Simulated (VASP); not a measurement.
Cr: single point with PBE

Crystal: Cr.

```
Cr
1.0
    -1.42888    1.42888    1.42888
     1.42888   -1.42888    1.42888
     1.42888    1.42888   -1.42888
Cr
1
Direct
  0.00000 0.00000 0.00000
```

```yaml
Program: VASP 6.6.1
Task: single point
Functional: PBE
Potentials_or_basis: VASP PAW PBE potentials, release 64 (Cr_pv)
Cutoff: 500 eV
k_mesh: 10 × 10 × 10
Occupations: fermi-dirac, width 0.1 eV
Spin: collinear spin, ferromagnetic start
Starting_moments: "[3.0] μB"
```

| Item | Value |
| --- | --- |
| Pressure | -2.7 GPa |
| Band gap on the k mesh | zero (filled and empty bands overlap) |
| Net moment | 0.00 μB per cell |
| Valence electrons inside the program's atomic spheres | Cr 11.03 |

Levels at points of the mesh, in eV from the Fermi level:
Spin up:
```csv
k point,band 3,band 4,band 5,band 6,band 7,band 8,band 9,band 10
"(0.00, 0.00, 0.00)",-42.77,-7.84,-0.93,-0.93,-0.93,1.10,1.10,7.07
"(0.50, 0.00, 0.00)",-42.78,-4.40,-2.45,1.07,1.10,1.43,2.76,7.06
"(0.50, 0.50, 0.50)",-43.38,-4.27,-4.27,2.38,2.38,2.38,7.06,10.50
```
Spin down:
| k point | band 4 | band 5 | band 6 | band 7 | band 8 | band 9 |
| --- | --- | --- | --- | --- | --- | --- |
| (0.00, 0.00, 0.00) | -7.84 | -0.93 | -0.93 | -0.93 | 1.10 | 1.10 |
| (0.50, 0.00, 0.00) | -4.40 | -2.45 | 1.07 | 1.10 | 1.43 | 2.76 |
| (0.50, 0.50, 0.50) | -4.27 | -4.27 | 2.38 | 2.38 | 2.38 | 7.06 |

Run time: 8.5 s on 1 thread of Intel(R) Xeon(R) 6975P-C (Granite Rapids) (shared host), peak memory 0.13 GiB.

Caveat: an empty level that is flat over the whole mesh can mark a ghost state of the potentials, or a narrow d or f band.
